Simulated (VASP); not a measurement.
# Ga (Pm-3m) in VASP: notebook

The runs below take Ga through single point, with RPBE.

Everything below comes from runs of VASP 6.6.1. Logs are shortened: lines on timing, memory, paths and dates and some standing lists are left out, and cuts for length are marked.

## (1) The cell of the first run

It takes space group Pm-3m (No. 221, cubic). Conventional cell: a = 2.762 Å, b = 2.762 Å, c = 2.762 Å, α = 90.00°, β = 90.00°, γ = 90.00°. Ga (site symmetry m-3m) has 6 Ga at 2.76 Å within 3.6 Å.

## (2) Single point, RPBE

Input file INCAR:

```
SYSTEM = Ga
ALGO     = Normal         ! electronic algorithm
EDIFF    = 1E-6           ! SCF threshold, eV
ENCUT    = 520            ! plane-wave cutoff, eV
GGA      = RP             ! functional
ISIF     = 2              ! what is computed and relaxed
ISMEAR   = -1             ! smearing method
LASPH    = .TRUE.         ! aspherical terms in the spheres
LCHARG   = .FALSE.        ! write CHGCAR
LREAL    = .FALSE.        ! projectors in reciprocal space
LWAVE    = .FALSE.        ! write WAVECAR
NBANDS   = 12             ! bands
NELM     = 60             ! most SCF steps
PREC     = Accurate       ! precision mode
SIGMA    = 0.1            ! smearing width, eV
```

Input file KPOINTS:

```
k-points
0
G
  11 11 11
  0 0 0
```

Input file POSCAR:

```
Ga
1.0
    2.7624067219      0.0000000000      0.0000000000
    0.0000000000      2.7624067219      0.0000000000
    0.0000000000      0.0000000000      2.7624067219
Ga
1
Direct
    0.0000000000      0.0000000000      0.0000000000
```

Potentials or basis: VASP PAW PBE potentials, release 64 (Ga_d).

Started as:

```sh
> cat potpaw_PBE.64/Ga_d/POTCAR > POTCAR
> mpirun -np 1 vasp_std > vasp.out
```

OUTCAR:

```text
SYSTEM = Ga
   EDIFF = 1E-6
   ENCUT = 520
   GGA = RP
   ISIF = 2
   ISMEAR = -1
   LASPH = .TRUE.
   LREAL = .FALSE.
   NELM = 60
   PREC = Accurate

 ion  position               nearest neighbor table
   1  0.000  0.000  0.000-

  LATTYP: Found a simple cubic cell.
 ALAT       =     2.7624067219

  Lattice vectors:

 A1 = (   2.7624067219,   0.0000000000,   0.0000000000)
 A2 = (   0.0000000000,   2.7624067219,   0.0000000000)
 A3 = (   0.0000000000,   0.0000000000,   2.7624067219)

Analysis of symmetry for initial positions (statically):
=====================================================================
 Subroutine PRICEL returns:
 Original cell was already a primitive cell.

 Routine SETGRP: Setting up the symmetry group for a
 simple cubic supercell.

 Subroutine GETGRP returns: Found 48 space group operations
 (whereof 48 operations were pure point group operations)
 out of a pool of 48 trial point group operations.

The static configuration has the point symmetry O_h .

Analysis of symmetry for dynamics (positions and initial velocities):
=====================================================================
 Subroutine PRICEL returns:
 Original cell was already a primitive cell.

 Routine SETGRP: Setting up the symmetry group for a
 simple cubic supercell.

 Subroutine GETGRP returns: Found 48 space group operations
 (whereof 48 operations were pure point group operations)
 out of a pool of 48 trial point group operations.

The dynamic configuration has the point symmetry O_h .

 Subroutine INISYM returns: Found 48 space group operations
 (whereof 48 operations are pure point group operations),
 and found     1 'primitive' translations

----------------------------------------------------------------------------------------

                                     Primitive cell

  volume of cell :      21.0796

  direct lattice vectors                    reciprocal lattice vectors
     2.762406722  0.000000000  0.000000000     0.362003174  0.000000000  0.000000000
     0.000000000  2.762406722  0.000000000     0.000000000  0.362003174  0.000000000
     0.000000000  0.000000000  2.762406722     0.000000000  0.000000000  0.362003174

  length of vectors
     2.762406722  2.762406722  2.762406722     0.362003174  0.362003174  0.362003174

  position of ions in fractional coordinates (direct lattice)
     0.000000000  0.000000000  0.000000000

  ion indices of the primitive-cell ions
   primitive index   ion index
                 1           1

----------------------------------------------------------------------------------------

 KPOINTS: k-points

Automatic generation of k-mesh.
 Grid dimensions read from file:
 generate k-points for:   11   11   11

 Generating k-lattice:

  Cartesian coordinates                     Fractional coordinates (reciprocal lattice)
     0.032909379  0.000000000  0.000000000     0.090909091  0.000000000  0.000000000
     0.000000000  0.032909379  0.000000000     0.000000000  0.090909091  0.000000000
     0.000000000  0.000000000  0.032909379     0.000000000  0.000000000  0.090909091

  Length of vectors
     0.032909379  0.032909379  0.032909379

  Shift w.r.t. Gamma in fractional coordinates (k-lattice)
     0.000000000  0.000000000  0.000000000

 Subroutine IBZKPT returns following result:
 ===========================================

 Found     56 irreducible k-points:

 Following reciprocal coordinates:
            Coordinates               Weight
  0.000000  0.000000  0.000000      1.000000
  0.090909  0.000000  0.000000      6.000000
  0.181818  0.000000  0.000000      6.000000
  0.272727  0.000000  0.000000      6.000000
  0.363636  0.000000  0.000000      6.000000
  0.454545  0.000000  0.000000      6.000000
[... 16 lines left out ...]
  0.181818  0.090909  0.090909     24.000000
  0.272727  0.090909  0.090909     24.000000
 [... further k-points ...]
   k-points           NKPTS =     56   k-points in BZ     NKDIM =     56   number of bands    NBANDS=     12
   number of dos      NEDOS =    301   number of ions     NIONS =      1
   total plane-waves  NPLWV =  13824
   dimension x,y,z NGX =    24 NGY =   24 NGZ =   24
   dimension x,y,z NGXF=    48 NGYF=   48 NGZF=   48
   ions per type =               1
   NGX,Y,Z   is equivalent  to a cutoff of  14.44, 14.44, 14.44 a.u.
   NGXF,Y,Z  is equivalent  to a cutoff of  28.89, 28.89, 28.89 a.u.
 SYSTEM =  Ga
   PREC   = accura    normal or accurate (medium, high low for compatibility)
   ISTART =      0    job   : 0-new  1-cont  2-samecut
   ICHARG =      2    charge: 1-file 2-atom 10-const
   ISPIN  =      1    spin polarized calculation?
   LNONCOLLINEAR =      F non collinear calculations
   LSORBIT =      F    spin-orbit coupling
   LASPH  =      T    aspherical Exc in radial PAW
   ENCUT  =  520.0 eV  38.22 Ry    6.18 a.u.   5.14  5.14  5.14*2*pi/ulx,y,z
   NELM   =     60;   NELMIN=  2; NELMDL= -5     # of ELM steps
   EDIFF  = 0.1E-05   stopping-criterion for ELM
   LREAL  =      F    real-space projection
   EDIFFG = 0.1E-04   stopping-criterion for IOM
   NSW    =      0    number of steps for IOM
   IBRION =     -1    ionic relax: 0-MD 1-quasi-New 2-CG
   NFREE  =      0    steps in history (QN), initial steepest desc. (CG)
   ISIF   =      2    stress and relaxation
   ISYM   =      2    0-nonsym 1-usesym 2-fastsym
   POTIM  = 0.5000    time-step for ionic-motion
   TEBEG  =    0.0;   TEEND  =   0.0 temperature during run
   PSTRESS=    0.0 pullay stress
   NELECT =      13.0000    total number of electrons
   NUPDOWN=      -1.0000    fix difference up-down
   EMIN   =  10.00;   EMAX   =-10.00  energy-range for DOS
   EFERMI =   0.00;   METHOD = LEGACY
   ISMEAR =    -1;   SIGMA  =   0.10  broadening in eV -4-tet -1-fermi 0-gaus
   EFERMI_NEDOS =   21; number of points for ismear=-14 and -15
   IALGO  =     38    algorithm
   IMIX   =      4    mixing-type and parameters
     AMIX     =   0.40;   BMIX     =  1.00
     AMIX_MAG =   1.60;   BMIX_MAG =  1.00
  volume/ion in A,a.u.               =      21.08       142.25
  Fermi-wavevector in a.u.,A,eV,Ry     =   1.393483  2.633301 26.419721  1.941795
  Thomas-Fermi vector in A             =   2.517125
   LORBIT       =      0    0 simple, 1 ext, 2 COOP (PROOUT), +10 PAW based schemes
   GGA     = RP    functional components
   LHFCALC =     F    Hartree Fock is set to
   AEXX    =    0.0000 exact exchange contribution
   IVDW    =     0    specifies the selected vdW correction
   LEPSILON=     F    determine dielectric tensor
   LRPA    =     F    only Hartree local field effects (RPA)
 non-spin polarized calculation
  energy-cutoff  :      520.00
  volume of cell :       21.08
 maximum number of plane-waves:       587
 NGX is ok and might be reduce to    24
   NGX = 11   NGY = 11   NGZ = 11

 number of electron      12.9999998 magnetization

 Free energy of the ion-electron system (eV)
  ---------------------------------------------------
  ext. energy  EPLUGINS =         0.00000000
  ---------------------------------------------------
  free energy    TOTEN  =        -2.47846872 eV

  energy without entropy =       -2.46188795  energy(sigma->0) =       -2.47017834

 E-fermi :   4.4819     XC(G=0): -10.2659

 val. band max:        4.3857718829   @ k =   0.3636   0.2727   0.0909
 cond. band min:       4.5028599473   @ k =   0.4545   0.4545   0.0000
 fundamental gap:      0.1170880644
 Fermi energy:         4.4818761406

 k-point     1 :       0.0000    0.0000    0.0000
  band No.  band energies     occupation
      1     -10.5981      2.00000
      2     -10.5981      2.00000
      3     -10.1456      2.00000
      4     -10.1456      2.00000
      5     -10.1456      2.00000
      6      -5.7395      2.00000
      7      13.1247      0.00000
      8      13.1247      0.00000
      9      13.1247      0.00000
     10      15.9918      0.00000
     11      15.9918      0.00000
     12      18.2408      0.00000

 k-point     2 :       0.0909    0.0000    0.0000
  band No.  band energies     occupation
      1     -10.5954      2.00000
      2     -10.5733      2.00000
      3     -10.1556      2.00000
      4     -10.1556      2.00000
      5     -10.1448      2.00000
      6      -5.5782      2.00000
      7      11.0022      0.00000
      8      13.2904      0.00000
      9      13.2904      0.00000
     10      16.1311      0.00000
     11      17.2746      0.00000
     12      19.4791      0.00000

 k-point     3 :       0.1818    0.0000    0.0000
  band No.  band energies     occupation
      1     -10.5882      2.00000
      2     -10.5082      2.00000
      3     -10.1821      2.00000
      4     -10.1821      2.00000
      5     -10.1425      2.00000
      6      -5.0919      2.00000
      7       8.0636      0.00000
      8      13.7754      0.00000
      9      13.7754      0.00000
     10      16.5488      0.00000
     11      17.9466      0.00000
     12      22.8881      0.00000
[... 286 lines left out ...]
 k-point    23 :       0.1818    0.0909    0.0909
  band No.  band energies     occupation
      1     -10.5493      2.00000
      2     -10.4888      2.00000
      3     -10.1952      2.00000
      4     -10.1918      2.00000
      5     -10.1625      2.00000
      6      -4.7701      2.00000
      7       8.3538      0.00000
      8      11.5660      0.00000
      9      12.1573      0.00000
     10      19.3290      0.00000
     11      20.0469      0.00000
     12      22.8864      0.00000

 k-point    24 :       0.2727    0.0909    0.0909
  band No.  band energies     occupation
      1     -10.5401      2.00000
      2     -10.4032      2.00000
      3     -10.2322      2.00000
      4     -10.2276      2.00000
      5     -10.1592      2.00000
      6      -3.9598      2.00000
      7       5.6231      0.00002
      8      12.3109      0.00000
      9      12.9228      0.00000
     10      19.9911      0.00000
     11      20.2378      0.00000
     12      22.5270      0.00000

 [... further k-points ...]
[... 5 lines left out ...]
  --------------------------------------------------------------------------------------
  -------------------------------------------------------------------------------------
  Total        0.0039711      0.0039711      0.0039711     -0.0000000      0.0000000     -0.0000000
  in kB        0.3018289      0.3018289      0.3018289     -0.0000000      0.0000000     -0.0000000
  external PRESSURE =       0.3018289 kB  Pullay stress =       0.0000000 kB

 VOLUME and BASIS-vectors are now :
 -----------------------------------------------------------------------------
  energy-cutoff  :      520.00
  volume of cell :       21.08
      direct lattice vectors                 reciprocal lattice vectors
     2.762406722  0.000000000  0.000000000     0.362003174  0.000000000  0.000000000
     0.000000000  2.762406722  0.000000000     0.000000000  0.362003174  0.000000000
     0.000000000  0.000000000  2.762406722     0.000000000  0.000000000  0.362003174

 POSITION                                       TOTAL-FORCE (eV/Angst)
 -----------------------------------------------------------------------------------
      0.00000      0.00000      0.00000         0.000000      0.000000      0.000000
 -----------------------------------------------------------------------------------
    total drift:                                0.000000     -0.000000      0.000000

  FREE ENERGIE OF THE ION-ELECTRON SYSTEM (eV)
  ---------------------------------------------------
  free  energy   TOTEN  =        -2.4784687170 eV

  energy  without entropy=       -2.4618879542  energy(sigma->0) =       -2.47017834
```

Wall time 9 s (1 thread of Intel Xeon 8259CL, shared host); peak memory 0.14 GiB.

Results:

```yaml
Free_energy: -2.4785 eV
Pressure: 0.0 GPa
```

Levels at points of the mesh, in eV from the Fermi level:
```
           k point  band 2  band 3  band 4  band 5  band 6  band 7  band 8  band 9  band 10  band 11
(0.00, 0.00, 0.00)  -15.08  -14.63  -14.63  -14.63  -10.22    8.64    8.64    8.64    11.51    11.51
```

Caveat: the PAW data sets were made with another functional, which shifts forces and pressure a little.

## (3) Single point, RPBE (volume scaled by 0.88)

Input file INCAR:

```
SYSTEM = Ga
PREC = Accurate
ENCUT = 520
EDIFF = 1E-7
ISMEAR = -1
SIGMA = 0.1
LREAL = .False.
LASPH = .True.
NELM = 80
ALGO = Normal
ISIF = 2
LWAVE = .False.
LCHARG = .False.
GGA = RP
NBANDS = 12
```

Input file KPOINTS:

```
Automatic mesh
0
Gamma
  13 13 13
  0 0 0
```

Input file POSCAR:

```
Ga
1.0
    2.6471700841      0.0000000000      0.0000000000
    0.0000000000      2.6471700841      0.0000000000
    0.0000000000      0.0000000000      2.6471700841
Ga
1
Direct
    0.0000000000      0.0000000000      0.0000000000
```

Potentials or basis: VASP PAW PBE potentials, release 64 (Ga_d).

Started as:

```sh
> cat potpaw_PBE.64/Ga_d/POTCAR > POTCAR
> mpirun -np 1 vasp_std > vasp.out
```

Wall time 16 s (1 thread of Intel Xeon 8259CL, shared host); peak memory 0.13 GiB.

It converged, with:

| Item | Value |
| --- | --- |
| Free energy | -2.4246 eV |
| Pressure | 6.9 GPa |

Levels at points of the mesh, in eV from the Fermi level:
| k point | band 4 | band 5 | band 6 | band 7 | band 8 | band 9 |
| --- | --- | --- | --- | --- | --- | --- |
| (0.00, 0.00, 0.00) | -14.64 | -14.64 | -11.09 | 9.53 | 9.53 | 9.53 |

Caveat: the PAW data sets were made with another functional, which shifts forces and pressure a little.
